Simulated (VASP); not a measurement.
# C (P6_3/mmc) in VASP: a series of runs

The runs below take C through single point, relaxation of cell and atoms, with PBE+D3(BJ).

Everything below comes from runs of VASP 6.6.1. Logs are shortened: lines on timing, memory, paths and dates and some standing lists are left out, and cuts for length are marked.

## Step 1: The cell of the first run

It takes space group P6_3/mmc (No. 194, hexagonal). Conventional cell: a = 2.465 Å, b = 2.465 Å, c = 6.721 Å, α = 90.00°, β = 90.00°, γ = 120.00°. C (site symmetry -6m2) has 3 C at 1.42 Å within 1.9 Å. C (site symmetry -6m2) has 3 C at 1.42 Å within 1.9 Å.

## Step 2: Single point, PBE+D3(BJ)

INCAR

```
SYSTEM = C
ALGO = Normal
EDIFF = 1E-7
ENCUT = 520
GGA = PE
ISIF = 2
ISMEAR = 0
IVDW = 12
LASPH = .TRUE.
LCHARG = .TRUE.
LELF = .TRUE.
LREAL = .FALSE.
LVHAR = .TRUE.
LWAVE = .FALSE.
NBANDS = 16
NELM = 80
PREC = Accurate
SIGMA = 0.05
```

KPOINTS

```
k-points
0
G
  12 12 4
  0 0 0
```

POSCAR

```
C
1.0
    2.4650575907      0.0000000000      0.0000000000
   -1.2325287954      2.1348024954      0.0000000000
    0.0000000000      0.0000000000      6.7209725430
C
4
Direct
    0.0000000000      0.0000000000      0.0000000000
    0.3333333333      0.6666666667      0.0000000000
    0.0000000000      0.0000000000     -0.5000000000
    0.6666666667      0.3333333333     -0.5000000000
```

Potentials or basis: VASP PAW PBE potentials, release 64 (C).

Run with:

```bash
$ cat potpaw_PBE.64/C/POTCAR > POTCAR
$ mpirun -np 1 vasp_std > vasp.out
```

OUTCAR:

```text
SYSTEM = C
   EDIFF = 1E-7
   ENCUT = 520
   GGA = PE
   ISIF = 2
   ISMEAR = 0
   IVDW = 12
   LASPH = .TRUE.
   LREAL = .FALSE.
   NELM = 80
   PREC = Accurate
 IVDW          = 12

 ion  position               nearest neighbor table
   1  0.000  0.000  0.000-   2 1.42   2 1.42   2 1.42
   2  0.333  0.667  0.000-   1 1.42   1 1.42   1 1.42
   3  0.000  0.000  0.500-   4 1.42   4 1.42   4 1.42
   4  0.667  0.333  0.500-   3 1.42   3 1.42   3 1.42

  LATTYP: Found a hexagonal cell.
 ALAT       =     2.4650575907
 C/A-ratio  =     2.7264971692

  Lattice vectors:

 A1 = (   2.4650575907,   0.0000000000,   0.0000000000)
 A2 = (  -1.2325287954,   2.1348024954,   0.0000000000)
 A3 = (   0.0000000000,   0.0000000000,   6.7209725430)

Analysis of symmetry for initial positions (statically):
=====================================================================
 Subroutine PRICEL returns:
 Original cell was already a primitive cell.

 Routine SETGRP: Setting up the symmetry group for a
 hexagonal supercell.

 Subroutine GETGRP returns: Found 24 space group operations
 (whereof 12 operations were pure point group operations)
 out of a pool of 24 trial point group operations.

The static configuration has the point symmetry D_3h.
 The point group associated with its full space group is D_6h.

Analysis of symmetry for dynamics (positions and initial velocities):
=====================================================================
 Subroutine PRICEL returns:
 Original cell was already a primitive cell.

 Routine SETGRP: Setting up the symmetry group for a
 hexagonal supercell.

 Subroutine GETGRP returns: Found 24 space group operations
 (whereof 12 operations were pure point group operations)
 out of a pool of 24 trial point group operations.

The dynamic configuration has the point symmetry D_3h.
 The point group associated with its full space group is D_6h.

 Subroutine INISYM returns: Found 24 space group operations
 (whereof 12 operations are pure point group operations),
 and found     1 'primitive' translations

----------------------------------------------------------------------------------------

                                     Primitive cell

  volume of cell :      35.3685

  direct lattice vectors                    reciprocal lattice vectors
     2.465057591  0.000000000  0.000000000     0.405670035  0.234213704  0.000000000
    -1.232528795  2.134802495  0.000000000     0.000000000  0.468427408  0.000000000
[... 92 lines left out ...]
   NSW    =      0    number of steps for IOM
   IBRION =     -1    ionic relax: 0-MD 1-quasi-New 2-CG
   NFREE  =      0    steps in history (QN), initial steepest desc. (CG)
   ISIF   =      2    stress and relaxation
   ISYM   =      2    0-nonsym 1-usesym 2-fastsym
   POTIM  = 0.5000    time-step for ionic-motion
   TEBEG  =    0.0;   TEEND  =   0.0 temperature during run
   PSTRESS=    0.0 pullay stress
   NELECT =      16.0000    total number of electrons
   NUPDOWN=      -1.0000    fix difference up-down
   EMIN   =  10.00;   EMAX   =-10.00  energy-range for DOS
   EFERMI =   0.00;   METHOD = LEGACY
   ISMEAR =     0;   SIGMA  =   0.05  broadening in eV -4-tet -1-fermi 0-gaus
   EFERMI_NEDOS =   21; number of points for ismear=-14 and -15
   IALGO  =     38    algorithm
   IMIX   =      4    mixing-type and parameters
     AMIX     =   0.40;   BMIX     =  1.00
     AMIX_MAG =   1.60;   BMIX_MAG =  1.00
  volume/ion in A,a.u.               =       8.84        59.67
  Fermi-wavevector in a.u.,A,eV,Ry     =   1.256732  2.374878 21.488691  1.579374
  Thomas-Fermi vector in A             =   2.390425
   LORBIT       =      0    0 simple, 1 ext, 2 COOP (PROOUT), +10 PAW based schemes
   GGA     = PE    functional components
   LHFCALC =     F    Hartree Fock is set to
   AEXX    =    0.0000 exact exchange contribution
   IVDW    =    12    specifies the selected vdW correction
   LEPSILON=     F    determine dielectric tensor
   LRPA    =     F    only Hartree local field effects (RPA)
 non-spin polarized calculation
 Gauss-broadening in eV      SIGMA  =   0.05
  energy-cutoff  :      520.00
  volume of cell :       35.37
 maximum number of plane-waves:       979
   NGX =  9   NGY =  9   NGZ = 25

 number of electron      15.9999994 magnetization

 Free energy of the ion-electron system (eV)
  ---------------------------------------------------
  ext. energy  EPLUGINS =         0.00000000
  ---------------------------------------------------
  free energy    TOTEN  =       -36.83895358 eV

  energy without entropy =      -36.83801432  energy(sigma->0) =      -36.83848395

 E-fermi :   4.6575     XC(G=0): -10.3121

 val. band max:        4.6556038487   @ k =   0.3333   0.3333   0.5000
 cond. band min:       4.6579293715   @ k =   0.3333   0.3333   0.2500
 fundamental gap:      0.0023255228
 Fermi energy:         4.6574686018

 k-point     1 :       0.0000    0.0000    0.0000
  band No.  band energies     occupation
      1     -14.9871      2.00000
      2     -14.6907      2.00000
      3      -3.8431      2.00000
      4      -1.8925      2.00000
      5       1.6449      2.00000
      6       1.6449      2.00000
[... 433 lines left out ...]
      3      -4.9907      2.00000
      4      -4.8974      2.00000
      5      -1.1099      2.00000
      6      -1.0735      2.00000
[... 8 lines left out ...]
     15      19.9038      0.00000
     16      20.9190      0.00000

 [... further k-points ...]

------------------------ aborting loop because EDIFF is reached ----------------------------------------

 Edisp (eV)   -0.62413

 E8    (eV) :    -0.1768

  FORCE on cell =-STRESS in cart. coord.  units (eV):
  Direction    XX          YY          ZZ          XY          YZ          ZX
  --------------------------------------------------------------------------------------
  -------------------------------------------------------------------------------------
  Total       0.15869     0.15869    -0.01096    -0.00000     0.00000    -0.00000
  in kB       7.18878     7.18878    -0.49626    -0.00000     0.00000    -0.00000
  external pressure =        4.63 kB  Pullay stress =        0.00 kB

 VOLUME and BASIS-vectors are now :
 -----------------------------------------------------------------------------
  energy-cutoff  :      520.00
  volume of cell :       35.37
      direct lattice vectors                 reciprocal lattice vectors
     2.465057591  0.000000000  0.000000000     0.405670035  0.234213704  0.000000000
    -1.232528795  2.134802495  0.000000000     0.000000000  0.468427408  0.000000000
     0.000000000  0.000000000  6.720972543     0.000000000  0.000000000  0.148787991

 POSITION                                       TOTAL-FORCE (eV/Angst)
 -----------------------------------------------------------------------------------
      0.00000      0.00000      0.00000        -0.000000      0.000000      0.000000
     -0.00000      1.42320      0.00000        -0.000000     -0.000000      0.000000
      0.00000      0.00000      3.36049         0.000000     -0.000000      0.000000
      1.23253      0.71160      3.36049        -0.000000      0.000000      0.000000
 -----------------------------------------------------------------------------------
    total drift:                                0.000000     -0.000000     -0.000000

  FREE ENERGIE OF THE ION-ELECTRON SYSTEM (eV)
  ---------------------------------------------------
  free  energy   TOTEN  =       -37.4630883359 eV

  energy  without entropy=      -37.4621490739  energy(sigma->0) =      -37.46261870
```

OSZICAR:

```text
N       E                     dE             d eps       ncg     rms          rms(c)
DAV:   1     0.291630308055E+02    0.29163E+02   -0.78996E+03  1824   0.932E+02
DAV:   2    -0.366154980938E+02   -0.65779E+02   -0.60150E+02  2640   0.185E+02
DAV:   3    -0.391815085390E+02   -0.25660E+01   -0.25522E+01  2360   0.335E+01
DAV:   4    -0.392024467200E+02   -0.20938E-01   -0.20929E-01  2312   0.364E+00
DAV:   5    -0.392027847674E+02   -0.33805E-03   -0.33802E-03  2328   0.437E-01    0.893E+00
DAV:   6    -0.374001701275E+02    0.18026E+01   -0.11917E+00  2168   0.696E+00    0.522E+00
DAV:   7    -0.368310568517E+02    0.56911E+00   -0.14732E+00  2208   0.784E+00    0.148E+00
DAV:   8    -0.368401474345E+02   -0.90906E-02   -0.71734E-02  2192   0.160E+00    0.341E-01
DAV:   9    -0.368387699473E+02    0.13775E-02   -0.20242E-03  2256   0.316E-01    0.974E-02
DAV:  10    -0.368389338969E+02   -0.16395E-03   -0.47523E-04  2008   0.142E-01    0.532E-02
DAV:  11    -0.368389533693E+02   -0.19472E-04   -0.31739E-05  2144   0.409E-02    0.546E-03
DAV:  12    -0.368389532462E+02    0.12306E-06   -0.10229E-06  2432   0.706E-03    0.175E-03
DAV:  13    -0.368389536286E+02   -0.38236E-06   -0.40019E-07  2096   0.460E-03    0.295E-04
DAV:  14    -0.368389535816E+02    0.47003E-07   -0.11544E-08  1512   0.765E-04
   1 F= -.37463088E+02 E0= -.37462619E+02  d E =-.939262E-03
```

It took 27 s on 1 thread of Intel Xeon Platinum 8259CL at 2.50GHz (Skylake/Cascade Lake), shared host; peak memory 0.16 GiB.

Results:

- Free energy: -37.4631 eV
- Pressure: 0.5 GPa
- Band gap on the k mesh: zero (band 8 reaches 4.66 eV, above the bottom of band 9 at 4.64 eV)
- Dispersion energy per atom: -0.156 eV

Stress tensor (GPa, compression positive):
```
 0.72  0.00  0.00
 0.00  0.72  0.00
 0.00  0.00 -0.05
```

Levels at points of the mesh, in eV from the Fermi level:
```csv
k point,band 4,band 5,band 6,band 7,band 8,band 9,band 10,band 11,band 12,band 13
"(0.00, 0.00, 0.00)",-6.55,-3.01,-3.01,-2.99,-2.99,4.28,8.33,8.33,8.38,8.38
"(0.50, 0.00, 0.00)",-13.16,-6.41,-6.36,-2.76,-2.08,1.52,2.19,7.22,7.61,11.28
"(0.00, 0.00, 0.50)",-7.62,-3.00,-3.00,-3.00,-3.00,6.91,6.91,8.35,8.35,8.35
"(0.50, 0.00, 0.50)",-13.21,-6.38,-6.38,-2.35,-2.35,1.66,1.66,7.41,7.41,12.57
```

## Step 3: Relaxation of cell and atoms, PBE+D3(BJ)

This run uses another cell than the first one, of 8.78 Å³/atom, 0.993 times its volume.

INCAR

```
SYSTEM = C
  PREC = Accurate
  ENCUT = 600
  EDIFF = 1E-7
  ISMEAR = 0
  SIGMA = 0.05
  LREAL = .False.
  LASPH = .True.
  NELM = 60
  ALGO = Normal
  ISIF = 3
  LWAVE = .False.
  LCHARG = .False.
  GGA = PE
  IVDW = 12
  IBRION = 2
  NSW = 80
  EDIFFG = -0.003
```

KPOINTS

```
Automatic mesh
0
Gamma
  12 12 4
  0 0 0
```

POSCAR

```
C
1.0
    2.4600000000      0.0000000000      0.0000000000
   -1.2300000000      2.1304224933      0.0000000000
    0.0000000000      0.0000000000      6.7000000000
C
4
Direct
    0.0000000000      0.0000000000      0.0000000000
    0.3333333333      0.6666666667      0.0000000000
    0.0000000000      0.0000000000     -0.5000000000
    0.6666666667      0.3333333333     -0.5000000000
```

Potentials or basis: VASP PAW PBE potentials, release 64 (C).

Run with:

```bash
$ cat potpaw_PBE.64/C/POTCAR > POTCAR
$ mpirun -np 1 vasp_std > vasp.out
```

OUTCAR:

```text
SYSTEM = C
   PREC = Accurate
   ENCUT = 600
   EDIFF = 1E-7
   ISMEAR = 0
   LREAL = .False.
   LASPH = .True.
   NELM = 60
   ISIF = 3
   GGA = PE
   IVDW = 12
   IBRION = 2
   NSW = 80
   EDIFFG = -0.003
 IVDW          = 12

 ion  position               nearest neighbor table
   1  0.000  0.000  0.000-   2 1.42   2 1.42   2 1.42
   2  0.333  0.667  0.000-   1 1.42   1 1.42   1 1.42
   3  0.000  0.000  0.500-   4 1.42   4 1.42   4 1.42
   4  0.667  0.333  0.500-   3 1.42   3 1.42   3 1.42

  LATTYP: Found a hexagonal cell.
 ALAT       =     2.4600000000
 C/A-ratio  =     2.7235772358

  Lattice vectors:

 A1 = (   2.4600000000,   0.0000000000,   0.0000000000)
 A2 = (  -1.2300000000,   2.1304224933,   0.0000000000)
 A3 = (   0.0000000000,   0.0000000000,   6.7000000000)

Analysis of symmetry for initial positions (statically):
=====================================================================
 Subroutine PRICEL returns:
 Original cell was already a primitive cell.

 Routine SETGRP: Setting up the symmetry group for a
 hexagonal supercell.

 Subroutine GETGRP returns: Found 24 space group operations
 (whereof 12 operations were pure point group operations)
 out of a pool of 24 trial point group operations.

[... 163 lines left out ...]

 Free energy of the ion-electron system (eV)
  ---------------------------------------------------
  ext. energy  EPLUGINS =         0.00000000
  ---------------------------------------------------
  free energy    TOTEN  =       -36.84383356 eV

  energy without entropy =      -36.84289655  energy(sigma->0) =      -36.84336506

------------------------ aborting loop because EDIFF is reached ----------------------------------------

 Edisp (eV)   -0.62675

 E8    (eV) :    -0.1776
[... 243 lines left out ...]
--------------------------------------- Ionic step        7  -------------------------------------------

 number of electron      16.0000001 magnetization

 Free energy of the ion-electron system (eV)
  ---------------------------------------------------
  ext. energy  EPLUGINS =         0.00000000
  ---------------------------------------------------
  free energy    TOTEN  =       -36.84282330 eV

  energy without entropy =      -36.84189051  energy(sigma->0) =      -36.84235690

 E-fermi :   4.7140     XC(G=0): -10.3587

 val. band max:        4.7121620920   @ k =   0.3333   0.3333   0.5000
 cond. band min:       4.7144148265   @ k =   0.3333   0.3333   0.2500
 fundamental gap:      0.0022527344
 Fermi energy:         4.7139763314

 k-point     1 :       0.0000    0.0000    0.0000
  band No.  band energies     occupation
      1     -14.9340      2.00000
      2     -14.6216      2.00000
      3      -3.8128      2.00000
      4      -1.7930      2.00000
      5       1.7026      2.00000
      6       1.7026      2.00000
      7       1.7221      2.00000
      8       1.7221      2.00000
      9       9.0545      0.00000
     10      13.0391      0.00000
     11      13.0392      0.00000
     12      13.0935      0.00000
[... 331 lines left out ...]
 k-point    24 :       0.3333   -0.0000    0.2500
  band No.  band energies     occupation
      1     -12.2866      2.00000
      2     -12.1001      2.00000
      3      -4.9349      2.00000
      4      -4.8359      2.00000
      5      -1.0521      2.00000
      6      -1.0133      2.00000
      7      -0.4826      2.00000
      8       0.7349      2.00000
      9       9.3179      0.00000
     10       9.9788      0.00000
     11      12.3006      0.00000
     12      12.4832      0.00000

 [... further k-points ...]

------------------------ aborting loop because EDIFF is reached ----------------------------------------

 Edisp (eV)   -0.62926

 E8    (eV) :    -0.1784
[... 27 lines left out ...]
  FREE ENERGIE OF THE ION-ELECTRON SYSTEM (eV)
  ---------------------------------------------------
  free  energy   TOTEN  =       -37.4720856914 eV

  energy  without entropy=      -37.4711529003  energy(sigma->0) =      -37.47161930

 reached required accuracy - stopping structural energy minimisation
```

OSZICAR:

```text
N       E                     dE             d eps       ncg     rms          rms(c)
DAV:   1     0.531555486925E+02    0.53156E+02   -0.91065E+03  1368   0.140E+03
DAV:   2    -0.352280573009E+02   -0.88384E+02   -0.81040E+02  1916   0.236E+02
DAV:   3    -0.391956189121E+02   -0.39676E+01   -0.39320E+01  1740   0.513E+01
[... 50 lines left out ...]
DAV:   3    -0.368428231070E+02    0.19723E-03   -0.63297E-04  1568   0.173E-01    0.144E-02
DAV:   4    -0.368428235694E+02   -0.46242E-06   -0.11271E-05  1584   0.270E-02    0.123E-02
DAV:   5    -0.368428226763E+02    0.89308E-06   -0.23485E-06  1608   0.143E-02    0.159E-03
DAV:   6    -0.368428229188E+02   -0.24248E-06   -0.34321E-07  1648   0.479E-03    0.224E-03
DAV:   7    -0.368428232748E+02   -0.35605E-06   -0.55610E-08   972   0.202E-03    0.347E-04
DAV:   8    -0.368428232986E+02   -0.23714E-07   -0.33385E-08   820   0.144E-03
   7 F= -.37472086E+02 E0= -.37471619E+02  d E =-.883408E-04
```

CONTCAR:

```text
C
   1.00000000000000
     2.4653188879055965   -0.0000000000000000   -0.0000000000000000
    -1.2326594439527983    2.1350287853460657   -0.0000000000000000
     0.0000000000000000    0.0000000000000000    6.6748321271183766
  C
     4
Direct
     0.0000000000000000    0.0000000000000000    0.0000000000000000
     0.3333333332999970    0.6666666667000030    0.0000000000000000
     1.0000000000000000    0.0000000000000000    0.5000000000000000
     0.6666666667000030    0.3333333332999970    0.5000000000000000

  0.00000000E+00  0.00000000E+00  0.00000000E+00
  0.00000000E+00  0.00000000E+00  0.00000000E+00
  0.00000000E+00  0.00000000E+00  0.00000000E+00
  0.00000000E+00  0.00000000E+00  0.00000000E+00
```

It took 87 s on 1 thread of Intel Xeon Platinum 8259CL at 2.50GHz (Skylake/Cascade Lake), shared host; peak memory 0.17 GiB.

What came out:

| Quantity | Value |
| --- | --- |
| Free energy | -37.4721 eV |
| Relaxed volume | 8.78 Å³/atom |
| Relaxed cell | a = 2.465 Å, b = 2.465 Å, c = 6.675 Å, α = 90.00°, β = 90.00°, γ = 120.00° |
| Space group after relaxing (to 0.05 Å) | P6_3/mmc (No. 194) |
| Energy gained by relaxing | 0.4 meV/atom |
| Ionic steps | 7 |
| Pressure after relaxing | 0.0 GPa |
| Band gap on the k mesh | zero (band 8 reaches 4.71 eV, above the bottom of band 9 at 4.70 eV) |
| Dispersion energy per atom | -0.157 eV |

The path:
```
step  energy change (eV)  largest force (eV/Å)  pressure (GPa)  volume (Å³)
   1              0.0000                0.0000            1.88        35.11
   2              0.0072                0.0000           -4.72        35.64
   3             -0.0014                0.0000           -0.07        35.26
   4             -0.0014                0.0000           -0.03        35.26
   5             -0.0014                0.0000           -0.02        35.25
   6             -0.0015                0.0000           -0.02        35.21
   7             -0.0015                0.0000            0.01        35.13
```

Final structure:
```
C
1.0
     2.46532    0.00000    0.00000
    -1.23266    2.13503    0.00000
     0.00000    0.00000    6.67483
C
4
Cartesian
  0.0000 0.0000 0.0000
  0.0000 1.4234 0.0000
  2.4653 0.0000 3.3374
  1.2327 0.7117 3.3374
```

Levels at points of the mesh, in eV from the Fermi level:
| k point | band 5 | band 6 | band 7 | band 8 | band 9 | band 10 | band 11 | band 12 |
| --- | --- | --- | --- | --- | --- | --- | --- | --- |
| (0.00, 0.00, 0.00) | -3.01 | -3.01 | -2.99 | -2.99 | 4.34 | 8.33 | 8.33 | 8.38 |
| (0.50, 0.00, 0.00) | -6.41 | -6.35 | -2.77 | -2.07 | 1.52 | 2.21 | 7.20 | 7.61 |
| (0.00, 0.00, 0.50) | -3.00 | -3.00 | -3.00 | -3.00 | 7.02 | 7.02 | 8.35 | 8.35 |
| (0.50, 0.00, 0.50) | -6.38 | -6.38 | -2.35 | -2.35 | 1.66 | 1.66 | 7.40 | 7.40 |
